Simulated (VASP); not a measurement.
# Ga (I4/mmm) in VASP: further runs

The runs below take Ga through single point, with PBEsol.

Program: VASP 6.6.1. These are calculated values, not measurements. Logs are shortened: lines on timing, memory, paths and dates and some standing lists are left out, and cuts for length are marked.

**1. The cell of the first run**

The structure is tetragonal, space group I4/mmm (No. 139). Conventional cell: a = 2.760 Å, b = 2.760 Å, c = 4.382 Å, α = 90.00°, β = 90.00°, γ = 90.00°. Within 3.6 Å of Ga (site symmetry 4/mmm) lie 12 Ga at 2.76 to 2.93 Å.

**2. Single point, PBEsol**

The input, INCAR:

```
SYSTEM = Ga
ALGO = Normal
EDIFF = 1E-6
ENCUT = 520
GGA = PS
ISIF = 2
ISMEAR = 1
LASPH = .TRUE.
LCHARG = .FALSE.
LREAL = .FALSE.
LWAVE = .FALSE.
NBANDS = 12
NELM = 60
PREC = Accurate
SIGMA = 0.05
```

The input, KPOINTS:

```
k-points
0
G
  11 11 11
  0 0 0
```

The input, POSCAR:

```
Ga
1.0
   -1.3801987918      1.3801987918      2.1912130391
    1.3801987918     -1.3801987918      2.1912130391
    1.3801987918      1.3801987918     -2.1912130391
Ga
1
Direct
    0.0000000000      0.0000000000      0.0000000000
```

Potentials or basis: VASP PAW PBE potentials, release 64 (Ga_d).

Launch:

```console
$ cat potpaw_PBE.64/Ga_d/POTCAR > POTCAR
$ mpirun -np 1 vasp_std > vasp.out
```

OUTCAR:

```text
SYSTEM = Ga
   EDIFF = 1E-6
   ENCUT = 520
   GGA = PS
   ISIF = 2
   ISMEAR = 1
   LASPH = .TRUE.
   LREAL = .FALSE.
   NELM = 60
   PREC = Accurate

 ion  position               nearest neighbor table
   1  0.000  0.000  0.000-

  LATTYP: Found a body centered tetragonal cell.
 ALAT       =     2.7603975836
 C/A-ratio  =     1.5876068376

  Lattice vectors:

 A1 = (  -1.3801987918,   1.3801987918,   2.1912130391)
 A2 = (   1.3801987918,  -1.3801987918,   2.1912130391)
 A3 = (   1.3801987918,   1.3801987918,  -2.1912130391)

Analysis of symmetry for initial positions (statically):
=====================================================================
 Subroutine PRICEL returns:
 Original cell was already a primitive cell.

 Routine SETGRP: Setting up the symmetry group for a
 body centered tetragonal supercell.

 Subroutine GETGRP returns: Found 16 space group operations
 (whereof 16 operations were pure point group operations)
 out of a pool of 16 trial point group operations.

The static configuration has the point symmetry D_4h.

Analysis of symmetry for dynamics (positions and initial velocities):
=====================================================================
 Subroutine PRICEL returns:
 Original cell was already a primitive cell.

 Routine SETGRP: Setting up the symmetry group for a
 body centered tetragonal supercell.

 Subroutine GETGRP returns: Found 16 space group operations
 (whereof 16 operations were pure point group operations)
 out of a pool of 16 trial point group operations.

The dynamic configuration has the point symmetry D_4h.

 Subroutine INISYM returns: Found 16 space group operations
 (whereof 16 operations are pure point group operations),
 and found     1 'primitive' translations

----------------------------------------------------------------------------------------

                                     Primitive cell

  volume of cell :      16.6966

  direct lattice vectors                    reciprocal lattice vectors
    -1.380198792  1.380198792  2.191213039     0.000000000  0.362266655  0.228184111
     1.380198792 -1.380198792  2.191213039     0.362266655  0.000000000  0.228184111
     1.380198792  1.380198792 -2.191213039     0.362266655  0.362266655  0.000000000

  length of vectors
     2.934503705  2.934503705  2.934503705     0.428141470  0.428141470  0.512322417

  position of ions in fractional coordinates (direct lattice)
     0.000000000  0.000000000  0.000000000

  ion indices of the primitive-cell ions
   primitive index   ion index
                 1           1

----------------------------------------------------------------------------------------

 KPOINTS: k-points

Automatic generation of k-mesh.
 Grid dimensions read from file:
 generate k-points for:   11   11   11

 Generating k-lattice:

  Cartesian coordinates                     Fractional coordinates (reciprocal lattice)
     0.000000000  0.032933332  0.020744010     0.090909091 -0.000000000  0.000000000
     0.032933332  0.000000000  0.020744010    -0.000000000  0.090909091  0.000000000
     0.032933332  0.032933332  0.000000000     0.000000000  0.000000000  0.090909091

  Length of vectors
     0.038921952  0.038921952  0.046574765

  Shift w.r.t. Gamma in fractional coordinates (k-lattice)
     0.000000000  0.000000000  0.000000000

 Subroutine IBZKPT returns following result:
 ===========================================

 Found    126 irreducible k-points:

 Following reciprocal coordinates:
            Coordinates               Weight
  0.000000  0.000000  0.000000      1.000000
  0.090909  0.000000 -0.000000      8.000000
  0.181818  0.000000  0.000000      8.000000
  0.272727  0.000000  0.000000      8.000000
  0.363636  0.000000 -0.000000      8.000000
  0.454545  0.000000 -0.000000      8.000000
[... 16 lines left out ...]
 -0.272727  0.181818 -0.000000     16.000000
 -0.181818  0.181818  0.000000      4.000000
 [... further k-points ...]
   k-points           NKPTS =    126   k-points in BZ     NKDIM =    126   number of bands    NBANDS=     12
   number of dos      NEDOS =    301   number of ions     NIONS =      1
   total plane-waves  NPLWV =  13824
   dimension x,y,z NGX =    24 NGY =   24 NGZ =   24
   dimension x,y,z NGXF=    48 NGYF=   48 NGZF=   48
   ions per type =               1
   NGX,Y,Z   is equivalent  to a cutoff of  13.60, 13.60, 13.60 a.u.
   NGXF,Y,Z  is equivalent  to a cutoff of  27.19, 27.19, 27.19 a.u.
 SYSTEM =  Ga
   PREC   = accura    normal or accurate (medium, high low for compatibility)
   ISTART =      0    job   : 0-new  1-cont  2-samecut
   ICHARG =      2    charge: 1-file 2-atom 10-const
   ISPIN  =      1    spin polarized calculation?
   LNONCOLLINEAR =      F non collinear calculations
   LSORBIT =      F    spin-orbit coupling
   LASPH  =      T    aspherical Exc in radial PAW
   ENCUT  =  520.0 eV  38.22 Ry    6.18 a.u.   5.46  5.46  5.46*2*pi/ulx,y,z
   NELM   =     60;   NELMIN=  2; NELMDL= -5     # of ELM steps
   EDIFF  = 0.1E-05   stopping-criterion for ELM
   LREAL  =      F    real-space projection
   EDIFFG = 0.1E-04   stopping-criterion for IOM
   NSW    =      0    number of steps for IOM
   IBRION =     -1    ionic relax: 0-MD 1-quasi-New 2-CG
   NFREE  =      0    steps in history (QN), initial steepest desc. (CG)
   ISIF   =      2    stress and relaxation
   ISYM   =      2    0-nonsym 1-usesym 2-fastsym
   POTIM  = 0.5000    time-step for ionic-motion
   TEBEG  =    0.0;   TEEND  =   0.0 temperature during run
   PSTRESS=    0.0 pullay stress
   NELECT =      13.0000    total number of electrons
   NUPDOWN=      -1.0000    fix difference up-down
   EMIN   =  10.00;   EMAX   =-10.00  energy-range for DOS
   EFERMI =   0.00;   METHOD = LEGACY
   ISMEAR =     1;   SIGMA  =   0.05  broadening in eV -4-tet -1-fermi 0-gaus
   EFERMI_NEDOS =   21; number of points for ismear=-14 and -15
   IALGO  =     38    algorithm
   IMIX   =      4    mixing-type and parameters
     AMIX     =   0.40;   BMIX     =  1.00
     AMIX_MAG =   1.60;   BMIX_MAG =  1.00
  volume/ion in A,a.u.               =      16.70       112.67
  Fermi-wavevector in a.u.,A,eV,Ry     =   1.506075  2.846069 30.861585  2.268262
  Thomas-Fermi vector in A             =   2.616840
   LORBIT       =      0    0 simple, 1 ext, 2 COOP (PROOUT), +10 PAW based schemes
   GGA     = PS    functional components
   LHFCALC =     F    Hartree Fock is set to
   AEXX    =    0.0000 exact exchange contribution
   IVDW    =     0    specifies the selected vdW correction
   LEPSILON=     F    determine dielectric tensor
   LRPA    =     F    only Hartree local field effects (RPA)
 non-spin polarized calculation
 Methfessel and Paxton  Order N= 1 SIGMA  =   0.05
  energy-cutoff  :      520.00
  volume of cell :       16.70
 maximum number of plane-waves:       464
 NGX is ok and might be reduce to    24
   NGX = 11   NGY = 11   NGZ = 11

 number of electron      13.0000006 magnetization

 Free energy of the ion-electron system (eV)
  ---------------------------------------------------
  ext. energy  EPLUGINS =         0.00000000
  ---------------------------------------------------
  free energy    TOTEN  =        -3.32016426 eV

  energy without entropy =       -3.32004490  energy(sigma->0) =       -3.32012448

 E-fermi :   6.6390     XC(G=0): -11.7782

 val. band max:        6.6240629618   @ k =  -0.4545  -0.4545   0.1818
 cond. band min:       6.7291264355   @ k =  -0.2727   0.2727   0.2727
 fundamental gap:      0.1050634737
 Fermi energy:         6.6390317984

 k-point     1 :       0.0000    0.0000    0.0000
  band No.  band energies     occupation
      1      -8.4751      2.00000
      2      -8.3260      2.00000
      3      -8.3260      2.00000
      4      -8.2978      2.00000
      5      -8.1393      2.00000
      6      -5.4392      2.00000
      7      20.2119      0.00000
      8      20.2119      0.00000
      9      20.2980      0.00000
     10      23.3291      0.00000
     11      23.5872      0.00000
     12      24.1994      0.00000

 k-point     2 :       0.0909    0.0000   -0.0000
  band No.  band energies     occupation
      1      -8.4621      2.00000
      2      -8.3324      2.00000
      3      -8.3147      2.00000
      4      -8.2920      2.00000
      5      -8.1462      2.00000
      6      -5.2054      2.00000
      7      17.5726      0.00000
      8      19.4950      0.00000
      9      19.9174      0.00000
     10      22.3359      0.00000
     11      24.1418      0.00000
     12      24.8916      0.00000

 k-point     3 :       0.1818    0.0000    0.0000
  band No.  band energies     occupation
      1      -8.4433      2.00000
      2      -8.3598      2.00000
      3      -8.2899      2.00000
      4      -8.2561      2.00000
      5      -8.1589      2.00000
      6      -4.4948      2.00000
      7      13.5424      0.00000
      8      18.1777      0.00000
      9      19.4233      0.00000
     10      21.9383      0.00000
     11      22.8109      0.00000
     12      26.4425      0.00000

 k-point     4 :       0.2727    0.0000    0.0000
  band No.  band energies     occupation
      1      -8.4489      2.00000
      2      -8.3986      2.00000
      3      -8.2796      2.00000
      4      -8.1842      2.00000
      5      -8.1531      2.00000
      6      -3.2963      2.00000
      7       9.7086      0.00000
      8      17.0222      0.00000
      9      19.0972      0.00000
     10      21.1308      0.00000
     11      22.2453      0.00000
     12      26.0982      0.00000

 k-point     5 :       0.3636    0.0000   -0.0000
  band No.  band energies     occupation
      1      -8.4791      2.00000
      2      -8.4249      2.00000
      3      -8.2933      2.00000
      4      -8.1241      2.00000
      5      -8.1068      2.00000
      6      -1.6123      2.00000
      7       6.2404      2.00000
      8      16.1948      0.00000
      9      19.0048      0.00000
     10      20.3250      0.00000
     11      22.2991      0.00000
     12      24.5565      0.00000
[... 228 lines left out ...]
      1      -8.4704      2.00000
      2      -8.3593      2.00000
      3      -8.2972      2.00000
      4      -8.2027      2.00000
      5      -8.0621      2.00000
      6       0.1190      2.00000
      7       5.6964      2.00000
      8      13.6205      0.00000
      9      14.6762      0.00000
     10      17.8234      0.00000
     11      23.6825      0.00000
     12      25.7169      0.00000

 k-point    22 :      -0.3636    0.1818    0.0000
  band No.  band energies     occupation
      1      -8.4572      2.00000
      2      -8.3480      2.00000
      3      -8.2806      2.00000
      4      -8.2248      2.00000
      5      -8.1038      2.00000
      6      -1.7606      2.00000
      7       8.9401      0.00000
      8      14.0141      0.00000
      9      15.8431      0.00000
     10      18.0572      0.00000
     11      22.1278      0.00000
     12      25.2204      0.00000

 k-point    23 :      -0.2727    0.1818   -0.0000
  band No.  band energies     occupation
      1      -8.4338      2.00000
      2      -8.3246      2.00000
      3      -8.2747      2.00000
      4      -8.2488      2.00000
      5      -8.1660      2.00000
      6      -3.1678      2.00000
      7      12.5127      0.00000
      8      14.7458      0.00000
      9      16.7532      0.00000
     10      18.9125      0.00000
     11      20.3056      0.00000
     12      26.3526      0.00000

 k-point    24 :      -0.1818    0.1818    0.0000
  band No.  band energies     occupation
      1      -8.4027      2.00000
      2      -8.3395      2.00000
      3      -8.2834      2.00000
      4      -8.2662      2.00000
      5      -8.1916      2.00000
      6      -4.0902      2.00000
      7      15.4277      0.00000
      8      16.0540      0.00000
      9      17.2659      0.00000
     10      18.4467      0.00000
     11      22.1793      0.00000
     12      27.0557      0.00000

 [... further k-points ...]
[... 5 lines left out ...]
  --------------------------------------------------------------------------------------
  -------------------------------------------------------------------------------------
  Total        0.3842800      0.3842800      0.4552281      0.0000000      0.0000000      0.0000000
  in kB       36.8748712     36.8748712     43.6829306      0.0000000      0.0000000      0.0000000
  external PRESSURE =      39.1442243 kB  Pullay stress =       0.0000000 kB

 VOLUME and BASIS-vectors are now :
 -----------------------------------------------------------------------------
  energy-cutoff  :      520.00
  volume of cell :       16.70
      direct lattice vectors                 reciprocal lattice vectors
    -1.380198792  1.380198792  2.191213039     0.000000000  0.362266655  0.228184111
     1.380198792 -1.380198792  2.191213039     0.362266655  0.000000000  0.228184111
     1.380198792  1.380198792 -2.191213039     0.362266655  0.362266655  0.000000000

 POSITION                                       TOTAL-FORCE (eV/Angst)
 -----------------------------------------------------------------------------------
      0.00000      0.00000      0.00000        -0.000000      0.000000      0.000000
 -----------------------------------------------------------------------------------
    total drift:                               -0.000000      0.000000      0.000000

  FREE ENERGIE OF THE ION-ELECTRON SYSTEM (eV)
  ---------------------------------------------------
  free  energy   TOTEN  =        -3.3201642617 eV

  energy  without entropy=       -3.3200449024  energy(sigma->0) =       -3.32012448
```

Wall time 44 s (1 thread of AMD EPYC 7R13, shared host); peak memory 0.12 GiB.

What came out:

```
Free energy : -3.3202 eV
Pressure    : 3.9 GPa
```

Levels at points of the mesh, in eV from the Fermi level:
| k point | band 2 | band 3 | band 4 | band 5 | band 6 | band 7 | band 8 | band 9 | band 10 | band 11 |
| --- | --- | --- | --- | --- | --- | --- | --- | --- | --- | --- |
| (0.00, 0.00, 0.00) | -14.97 | -14.97 | -14.94 | -14.78 | -12.08 | 13.57 | 13.57 | 13.66 | 16.69 | 16.95 |

Caveat: the PAW data sets were made with another functional, which shifts forces and pressure a little.

**3. Single point, PBEsol**

This run uses another cell than the first one, of 17.22 Å³/atom, 1.032 times its volume.

The input, INCAR:

```
SYSTEM = Ga
PREC = Accurate
ENCUT = 520
EDIFF = 1E-6
ISMEAR = 1
SIGMA = 0.05
LREAL = .False.
LASPH = .True.
NELM = 60
ALGO = Normal
ISIF = 2
LWAVE = .False.
LCHARG = .True.
GGA = PS
LELF = .True.
LVHAR = .True.
NBANDS = 12
```

The input, KPOINTS:

```
Automatic mesh
0
Gamma
  11 11 11
  0 0 0
```

The input, POSCAR:

```
Ga
1.0
   -1.3945768973      1.3945768973      2.2140398177
    1.3945768973     -1.3945768973      2.2140398177
    1.3945768973      1.3945768973     -2.2140398177
Ga
1
Direct
    0.0000000000      0.0000000000      0.0000000000
```

Potentials or basis: VASP PAW PBE potentials, release 64 (Ga_d).

Launch:

```console
$ cat potpaw_PBE.64/Ga_d/POTCAR > POTCAR
$ mpirun -np 1 vasp_std > vasp.out
```

Wall time 51 s (1 thread of AMD EPYC 7R13, shared host); peak memory 0.12 GiB.

The run converged. Its results:

```
Free energy : -3.3294 eV
Pressure    : 1.6 GPa
```

Stress tensor (GPa, compression positive):
```
1.00 0.00 0.00
0.00 1.00 0.00
0.00 0.00 2.85
```

Levels at points of the mesh, in eV from the Fermi level:
| k point | band 3 | band 4 | band 5 | band 6 | band 7 | band 8 | band 9 | band 10 |
| --- | --- | --- | --- | --- | --- | --- | --- | --- |
| (0.00, 0.00, 0.00) | -14.94 | -14.92 | -14.77 | -11.83 | 13.19 | 13.19 | 13.25 | 16.50 |

Caveat: the PAW data sets were made with another functional, which shifts forces and pressure a little.
